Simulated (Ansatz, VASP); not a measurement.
# One calculation of LiNbO, two programs

```xyz
3
Lattice="2.8501 0.0000 0.0000 0.0000 2.8501 0.0000 0.0000 0.0000 4.0035" Properties=species:S:1:pos:R:3 pbc="T T T"
Li    0.0000    0.0000    0.0000
Nb    1.4250    1.4250    0.0000
O     1.4250    1.4250    2.0017
```

Change from the starting cell: species swapped into the LiHPd type (P4/mmm, No. 123).

Alike in both runs: task relaxation of cell and atoms; functional PBE; k mesh 6 × 6 × 4; occupations gaussian, width 0.1 eV; no spin polarisation.

|  | VASP | Ansatz |
| --- | --- | --- |
| version | VASP 6.6.1 | Ansatz 0.2.0 |
| potentials or method | VASP PAW PBE potentials, release 64 (Li_sv, Nb_sv, O_h), cutoff 1340 eV | scalar-relativistic, plane waves, PAW |
| valence electrons in the cell | 22 | 22 |

```csv
,VASP,Ansatz,Ansatz less VASP
"gap on the k mesh at the Fermi level, each at its own relaxed structure (eV)",none,none,-
relaxed volume (Å³/atom),18.94,19.37,+0.428
relaxed length of the cell vector where the two differ most in proportion (Å),3.829,3.872,+0.0427
```

A gap of «none» marks a metal or a gap that the smearing closes.

The k mesh is coarse, so the values compare programs but aren't converged. Noted on VASP's run: the volume moved by over 15 % at a fixed basis, so the end points are rough.
